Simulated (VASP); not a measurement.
# CuO in VASP: further runs

Aim: see how the results for CuO move with the level of theory and the settings. Levels: r2SCAN+D4, r2SCAN. Tasks: single point.

Program: VASP 6.6.1. These are calculated values, not measurements. Logs are shortened: lines on timing, memory, paths and dates and some standing lists are left out, and cuts for length are marked.

## (1) The cell of the first run

The typed cell holds 4 atoms: a = 2.882 Å, b = 2.882 Å, c = 5.119 Å, α = 89.95°, β = 89.95°, γ = 89.73°.

## (2) Single point, r2SCAN+D4

Contents of POSCAR:

```
CuO
1.0
    2.0367544652     -2.0333980537      0.1597410423
    2.0367544652      2.0333980537      0.1597410423
   -0.3942813707      0.0000000000      5.1039014913
Cu O
2 2
Direct
    0.5000000000      0.0000000000      0.5000000000
    0.0000000000      0.5000000000      0.0000000000
    0.5003520856      0.4996479144      0.7500000000
    0.4996479144      0.5003520856      0.2500000000
```

Contents of INCAR.step1:

```
SYSTEM = CuO
  PREC = Accurate
  ENCUT = 520
  ISMEAR = -1
  SIGMA = 0.05
  LREAL = .FALSE.
  LASPH = .TRUE.
  NELM = 80
  NBANDS = 25
  GGA = PE
  ALGO = Normal
  EDIFF = 1E-4
  LWAVE = .TRUE.
  LCHARG = .FALSE.
```

Contents of INCAR.step2:

```
SYSTEM = CuO
  PREC = Accurate
  ENCUT = 520
  EDIFF = 1E-7
  ISMEAR = -1
  SIGMA = 0.05
  LREAL = .FALSE.
  LASPH = .TRUE.
  NELM = 80
  ALGO = Normal
  ISIF = 2
  LWAVE = .FALSE.
  LCHARG = .TRUE.
  METAGGA = R2SCAN
  LMIXTAU = .TRUE.
  IVDW = 13
  VDW_S6 = 1.0
  VDW_S8 = 0.6018749
  VDW_A1 = 0.51559235
  VDW_A2 = 5.77342911
  LELF = .TRUE.
  LVHAR = .TRUE.
  NBANDS = 25
  ISTART = 1
```

Contents of KPOINTS:

```
Automatic mesh
0
G
  10 10 5
  0 0 0
```

Potentials or basis: VASP PAW PBE potentials, release 64 (Cu, O).

The run is started by

```bash
cat potpaw_PBE.64/Cu/POTCAR potpaw_PBE.64/O/POTCAR > POTCAR
cp INCAR.step1 INCAR
mpirun -np 1 vasp_std > vasp.out
cp INCAR.step2 INCAR
mpirun -np 1 vasp_std > vasp.out
```

OUTCAR:

```text
SYSTEM = CuO
   PREC = Accurate
   ENCUT = 520
   EDIFF = 1E-7
   ISMEAR = -1
   LREAL = .FALSE.
   LASPH = .TRUE.
   NELM = 80
   ISIF = 2
   METAGGA = R2SCAN
   IVDW = 13
   ISTART = 1

 ion  position               nearest neighbor table
   1  0.500  0.000  0.500-   4 1.93   3 1.93   4 1.93   3 1.93
   2  0.000  0.500  0.000-   3 1.93   4 1.93   4 1.93   3 1.93
   3  0.500  0.500  0.750-   1 1.93   2 1.93   2 1.93   1 1.93
   4  0.500  0.500  0.250-   2 1.93   1 1.93   2 1.93   1 1.93

  LATTYP: Found a base centered monoclinic cell.
 ALAT       =     4.0860180871
 B/A-ratio  =     0.9952956694
 C/A-ratio  =     1.2528354106
 COS(beta)  =    -0.0011711371

  Lattice vectors:

 A1 = (  -2.0367544652,   2.0333980537,  -0.1597410423)
 A2 = (  -2.0367544652,  -2.0333980537,  -0.1597410423)
 A3 = (  -0.3942813707,   0.0000000000,   5.1039014913)

Analysis of symmetry for initial positions (statically):
=====================================================================
 Subroutine PRICEL returns:
 Original cell was already a primitive cell.

 Routine SETGRP: Setting up the symmetry group for a
 base centered monoclinic supercell.

 Subroutine GETGRP returns: Found  4 space group operations
 (whereof  2 operations were pure point group operations)
 out of a pool of  4 trial point group operations.

The static configuration has the point symmetry S_2 .
 The point group associated with its full space group is C_2h.

Analysis of symmetry for dynamics (positions and initial velocities):
=====================================================================
 Subroutine PRICEL returns:
 Original cell was already a primitive cell.

 Routine SETGRP: Setting up the symmetry group for a
 base centered monoclinic supercell.

 Subroutine GETGRP returns: Found  4 space group operations
 (whereof  2 operations were pure point group operations)
 out of a pool of  4 trial point group operations.

The dynamic configuration has the point symmetry S_2 .
 The point group associated with its full space group is C_2h.

 Subroutine INISYM returns: Found  4 space group operations
 (whereof  2 operations are pure point group operations),
 and found     1 'primitive' translations

----------------------------------------------------------------------------------------

                                     Primitive cell

  volume of cell :      42.5321

  direct lattice vectors                    reciprocal lattice vectors
     2.036754465 -2.033398054  0.159741042     0.244010206 -0.245893813  0.018850027
     2.036754465  2.033398054  0.159741042     0.244010206  0.245893813  0.018850027
    -0.394281371  0.000000000  5.103901491    -0.015273980  0.000000000  0.194748617

  length of vectors
     2.882463113  2.882463113  5.119108148     0.346929490  0.346929490  0.195346661

  position of ions in fractional coordinates (direct lattice)
     0.500000000  1.000000000  0.500000000
     1.000000000  0.500000000  1.000000000
     0.500352086  0.499647914  0.750000000
     0.499647914  0.500352086  0.250000000

  ion indices of the primitive-cell ions
   primitive index   ion index
                 1           1
                 2           2
                 3           3
                 4           4

----------------------------------------------------------------------------------------

 KPOINTS: Automatic mesh

Automatic generation of k-mesh.
 Grid dimensions read from file:
 generate k-points for:   10   10    5

 Generating k-lattice:

  Cartesian coordinates                     Fractional coordinates (reciprocal lattice)
     0.024401021 -0.024589381  0.001885003     0.100000000 -0.000000000  0.000000000
     0.024401021  0.024589381  0.001885003    -0.000000000  0.100000000  0.000000000
    -0.003054796  0.000000000  0.038949723     0.000000000  0.000000000  0.200000000

  Length of vectors
     0.034692949  0.034692949  0.039069332

  Shift w.r.t. Gamma in fractional coordinates (k-lattice)
     0.000000000  0.000000000  0.000000000

 Subroutine IBZKPT returns following result:
 ===========================================

 Found    141 irreducible k-points:

 Following reciprocal coordinates:
            Coordinates               Weight
  0.000000  0.000000  0.000000      1.000000
  0.100000 -0.000000  0.000000      4.000000
  0.200000 -0.000000  0.000000      4.000000
  0.300000  0.000000 -0.000000      4.000000
  0.400000 -0.000000 -0.000000      4.000000
  0.500000  0.000000 -0.000000      2.000000
[... 16 lines left out ...]
  0.300000  0.300000 -0.000000      2.000000
  0.400000  0.300000 -0.000000      4.000000
 [... further k-points ...]
   k-points           NKPTS =    141   k-points in BZ     NKDIM =    141   number of bands    NBANDS=     25
   number of dos      NEDOS =    301   number of ions     NIONS =      4
   total plane-waves  NPLWV =  23040
   dimension x,y,z NGX =    24 NGY =   24 NGZ =   40
   dimension x,y,z NGXF=    48 NGYF=   48 NGZF=   80
   ions per type =               2   2
   NGX,Y,Z   is equivalent  to a cutoff of  13.84, 13.84, 12.99 a.u.
   NGXF,Y,Z  is equivalent  to a cutoff of  27.68, 27.68, 25.98 a.u.
 SYSTEM =  CuO
   PREC   = accura    normal or accurate (medium, high low for compatibility)
   ISTART =      1    job   : 0-new  1-cont  2-samecut
   ICHARG =      0    charge: 1-file 2-atom 10-const
   ISPIN  =      1    spin polarized calculation?
   LNONCOLLINEAR =      F non collinear calculations
   LSORBIT =      F    spin-orbit coupling
   LASPH  =      T    aspherical Exc in radial PAW
   ENCUT  =  520.0 eV  38.22 Ry    6.18 a.u.   5.36  5.36  9.52*2*pi/ulx,y,z
   NELM   =     80;   NELMIN=  2; NELMDL=  0     # of ELM steps
   EDIFF  = 0.1E-06   stopping-criterion for ELM
   LREAL  =      F    real-space projection
   EDIFFG = 0.1E-05   stopping-criterion for IOM
   NSW    =      0    number of steps for IOM
   IBRION =     -1    ionic relax: 0-MD 1-quasi-New 2-CG
   NFREE  =      0    steps in history (QN), initial steepest desc. (CG)
   ISIF   =      2    stress and relaxation
   ISYM   =      2    0-nonsym 1-usesym 2-fastsym
   POTIM  = 0.5000    time-step for ionic-motion
   TEBEG  =    0.0;   TEEND  =   0.0 temperature during run
   PSTRESS=    0.0 pullay stress
   NELECT =      34.0000    total number of electrons
   NUPDOWN=      -1.0000    fix difference up-down
   EMIN   =  10.00;   EMAX   =-10.00  energy-range for DOS
   EFERMI =   0.00;   METHOD = LEGACY
   ISMEAR =    -1;   SIGMA  =   0.05  broadening in eV -4-tet -1-fermi 0-gaus
   EFERMI_NEDOS =   21; number of points for ismear=-14 and -15
   IALGO  =     38    algorithm
   IMIX   =      4    mixing-type and parameters
     AMIX     =   0.40;   BMIX     =  1.00
     AMIX_MAG =   1.60;   BMIX_MAG =  1.00
  volume/ion in A,a.u.               =      10.63        71.76
  Fermi-wavevector in a.u.,A,eV,Ry     =   1.519365  2.871184 31.408659  2.308471
  Thomas-Fermi vector in A             =   2.628361
   LORBIT       =      0    0 simple, 1 ext, 2 COOP (PROOUT), +10 PAW based schemes
   METAGGA = R2SCAN    functional components
   LHFCALC =     F    Hartree Fock is set to
   AEXX    =    0.0000 exact exchange contribution
   IVDW    =    13    specifies the selected vdW correction
   LEPSILON=     F    determine dielectric tensor
   LRPA    =     F    only Hartree local field effects (RPA)
 non-spin polarized calculation
  energy-cutoff  :      520.00
  volume of cell :       42.53
 maximum number of plane-waves:      1160
 NGX is ok and might be reduce to    24
   NGX = 11   NGY = 11   NGZ = 19

 number of electron      33.9999966 magnetization

 Free energy of the ion-electron system (eV)
  ---------------------------------------------------
  ext. energy  EPLUGINS =         0.00000000
  ---------------------------------------------------
  free energy    TOTEN  =       -36.47360879 eV

  energy without entropy =      -36.45280443  energy(sigma->0) =      -36.46320661

 E-fermi :   5.2176     XC(G=0): -12.2541

 val. band max:        5.2170611971   @ k =   0.5000   0.5000   0.4000
 cond. band min:       5.2264327557   @ k =  -0.3000   0.5000   0.4000
 fundamental gap:      0.0093715586
 Fermi energy:         5.2175803831

 k-point     1 :       0.0000    0.0000    0.0000
  band No.  band energies     occupation
      1     -16.0769      2.00000
      2     -14.7418      2.00000
      3      -3.5104      2.00000
      4      -0.6715      2.00000
      5      -0.6618      2.00000
      6       1.1333      2.00000
[... 17 lines left out ...]
     24      20.7307      0.00000
     25      21.0611      0.00000

 k-point     2 :       0.1000   -0.0000    0.0000
  band No.  band energies     occupation
      1     -16.0211      2.00000
      2     -14.7242      2.00000
      3      -3.4135      2.00000
      4      -0.7311      2.00000
      5      -0.6363      2.00000
      6       0.5438      2.00000
[... 17 lines left out ...]
     24      20.9169      0.00000
     25      21.1426      0.00000

 k-point     3 :       0.2000   -0.0000    0.0000
  band No.  band energies     occupation
      1     -15.8705      2.00000
      2     -14.6780      2.00000
      3      -3.1496      2.00000
      4      -0.8620      2.00000
      5      -0.5559      2.00000
      6      -0.4875      2.00000
[... 17 lines left out ...]
     24      21.1281      0.00000
     25      21.2960      0.00000

 k-point     4 :       0.3000    0.0000   -0.0000
  band No.  band energies     occupation
      1     -15.6748      2.00000
      2     -14.6199      2.00000
      3      -2.7999      2.00000
      4      -1.4763      2.00000
      5      -0.9524      2.00000
      6      -0.4523      2.00000
[... 17 lines left out ...]
     24      20.5231      0.00000
     25      21.2585      0.00000

 k-point     5 :       0.4000   -0.0000   -0.0000
  band No.  band energies     occupation
      1     -15.5076      2.00000
      2     -14.5724      2.00000
      3      -2.4964      2.00000
      4      -2.1719      2.00000
      5      -0.9530      2.00000
      6      -0.3649      2.00000
[... 17 lines left out ...]
     24      19.3235      0.00000
     25      21.0113      0.00000

 k-point     6 :       0.5000    0.0000   -0.0000
  band No.  band energies     occupation
      1     -15.4414      2.00000
      2     -14.5538      2.00000
      3      -2.4398      2.00000
      4      -2.3567      2.00000
      5      -0.9259      2.00000
      6      -0.3305      2.00000
[... 17 lines left out ...]
     24      18.5796      0.00000
     25      20.8996      0.00000
[... 393 lines left out ...]
 k-point    21 :      -0.3000    0.2000    0.0000
  band No.  band energies     occupation
      1     -15.4800      2.00000
      2     -14.5668      2.00000
      3      -2.4220      2.00000
      4      -1.3663      2.00000
      5      -0.8414      2.00000
      6      -0.5580      2.00000
[... 17 lines left out ...]
     24      18.3981      0.00000
     25      21.4994      0.00000

 k-point    22 :      -0.2000    0.2000    0.0000
  band No.  band energies     occupation
      1     -15.6695      2.00000
      2     -14.6195      2.00000
      3      -2.7816      2.00000
      4      -0.8190      2.00000
      5      -0.6439      2.00000
      6      -0.5596      2.00000
[... 17 lines left out ...]
     24      17.9647      0.00000
     25      21.7301      0.00000

 k-point    23 :       0.3000    0.3000   -0.0000
  band No.  band energies     occupation
      1     -15.2980      2.00000
      2     -14.5198      2.00000
      3      -2.0478      2.00000
      4      -1.3531      2.00000
      5      -1.1438      2.00000
      6      -0.8036      2.00000
[... 17 lines left out ...]
     24      17.9072      0.00000
     25      20.7971      0.00000

 k-point    24 :       0.4000    0.3000   -0.0000
  band No.  band energies     occupation
      1     -15.1417      2.00000
      2     -14.4809      2.00000
      3      -1.9044      2.00000
      4      -1.6966      2.00000
      5      -1.1721      2.00000
      6      -0.7261      2.00000
[... 17 lines left out ...]
     24      18.1881      0.00000
     25      19.6371      0.00000

 [... further k-points ...]

------------------------ aborting loop because EDIFF is reached ----------------------------------------

  DFT-D4 for vdW energy calculation

  Edisp (eV):   -0.45845

  FORCE on cell =-STRESS in cart. coord.  units (eV):
  Direction    XX          YY          ZZ          XY          YZ          ZX
  --------------------------------------------------------------------------------------
  -------------------------------------------------------------------------------------
  Total       0.22097     0.22612     0.34319     0.00000     0.00000    -0.01052
  in kB       8.32378     8.51783    12.92797     0.00000     0.00000    -0.39645
  external pressure =        9.92 kB  Pullay stress =        0.00 kB

 VOLUME and BASIS-vectors are now :
 -----------------------------------------------------------------------------
  energy-cutoff  :      520.00
  volume of cell :       42.53
      direct lattice vectors                 reciprocal lattice vectors
     2.036754465 -2.033398054  0.159741042     0.244010206 -0.245893813  0.018850027
     2.036754465  2.033398054  0.159741042     0.244010206  0.245893813  0.018850027
    -0.394281371  0.000000000  5.103901491    -0.015273980  0.000000000  0.194748617

 POSITION                                       TOTAL-FORCE (eV/Angst)
 -----------------------------------------------------------------------------------
      0.82124     -1.01670      2.63182        -0.000000      0.000000      0.000000
      1.01838      1.01670      0.07987        -0.000000      0.000000      0.000000
      1.74104     -0.00143      3.98767         0.000000     -0.000110     -0.000000
      1.93818      0.00143      1.43572        -0.000000      0.000110     -0.000000
 -----------------------------------------------------------------------------------
    total drift:                                0.000000     -0.000000     -0.000000

  FREE ENERGIE OF THE ION-ELECTRON SYSTEM (eV)
  ---------------------------------------------------
  free  energy   TOTEN  =       -36.9320582669 eV

  energy  without entropy=      -36.9112539062  energy(sigma->0) =      -36.92165609
```

It took 5.9 min on 1 thread of AMD EPYC 9R45 (Zen 5), shared host; peak memory 0.23 GiB.

What came out:

```yaml
Free_energy: -36.9321 eV
Pressure: 1.0 GPa
Band_gap_on_the_k_mesh: zero (bands 17 and 18 overlap by 0.96 eV)
Dispersion_energy_per_atom: -0.115 eV
```

Caveat: the PAW data sets were made with another functional, which shifts forces and pressure a little; semilocal functionals often make such compounds metallic where correlation or magnetic order opens a gap, which also shifts bond lengths.

## (3) Single point, r2SCAN

This run uses another cell than the first one, of 10.73 Å³/atom.

Contents of POSCAR:

```
CuO
1.0
    2.0434529628     -2.0438023663      0.1590313391
    2.0434529628      2.0438023663      0.1590313391
   -0.3982455413      0.0000000000      5.1082616946
Cu O
2 2
Direct
    0.5000000000      0.0000000000      0.5000000000
    0.0000000000      0.5000000000      0.0000000000
    0.5000127239      0.4999872761      0.7500000000
    0.4999872761      0.5000127239      0.2500000000
```

Contents of INCAR.step1:

```
SYSTEM = CuO
PREC = Accurate
ENCUT = 520
ISMEAR = -1
SIGMA = 0.05
LREAL = .False.
LASPH = .True.
NELM = 60
NBANDS = 25
GGA = PE
ALGO = Normal
EDIFF = 1E-4
LWAVE = .True.
LCHARG = .False.
```

Contents of INCAR.step2:

```
SYSTEM = CuO
PREC = Accurate
ENCUT = 520
EDIFF = 1E-6
ISMEAR = -1
SIGMA = 0.05
LREAL = .False.
LASPH = .True.
NELM = 60
ALGO = Normal
ISIF = 2
LWAVE = .False.
LCHARG = .True.
METAGGA = R2SCAN
LMIXTAU = .True.
LELF = .True.
LVHAR = .True.
NBANDS = 25
ISTART = 1
```

Contents of KPOINTS:

```
Automatic mesh
0
Gamma
  10 10 5
  0 0 0
```

Potentials or basis: VASP PAW PBE potentials, release 64 (Cu, O).

The run is started by

```bash
cat potpaw_PBE.64/Cu/POTCAR potpaw_PBE.64/O/POTCAR > POTCAR
cp INCAR.step1 INCAR
mpirun -np 1 vasp_std > vasp.out
cp INCAR.step2 INCAR
mpirun -np 1 vasp_std > vasp.out
```

It took 5.5 min on 1 thread of AMD EPYC 9R45 (Zen 5), shared host; peak memory 0.23 GiB.

The run converged. Its results:

* Free energy: -36.4781 eV
* Pressure: 1.0 GPa
* Band gap on the k mesh: zero (bands 17 and 18 overlap by 0.95 eV)

Stress tensor (GPa, compression positive):
```
 0.88  0.00 -0.02
 0.00  0.90  0.00
-0.02  0.00  1.28
```

Levels at points of the mesh, in eV from the Fermi level:
| k point | band 15 | band 16 | band 17 | band 18 | band 19 | band 20 |
| --- | --- | --- | --- | --- | --- | --- |
| (0.00, 0.00, 0.00) | -2.57 | -2.22 | 0.70 | 0.71 | 1.78 | 6.62 |
| (0.50, 0.00, 0.00) | -1.78 | -1.71 | 0.25 | 0.49 | 3.94 | 6.42 |
| (0.50, 0.50, 0.00) | -1.61 | -1.38 | -1.38 | 1.23 | 2.35 | 7.55 |

Caveat: the PAW data sets were made with another functional, which shifts forces and pressure a little; semilocal functionals often make such compounds metallic where correlation or magnetic order opens a gap, which also shifts bond lengths.
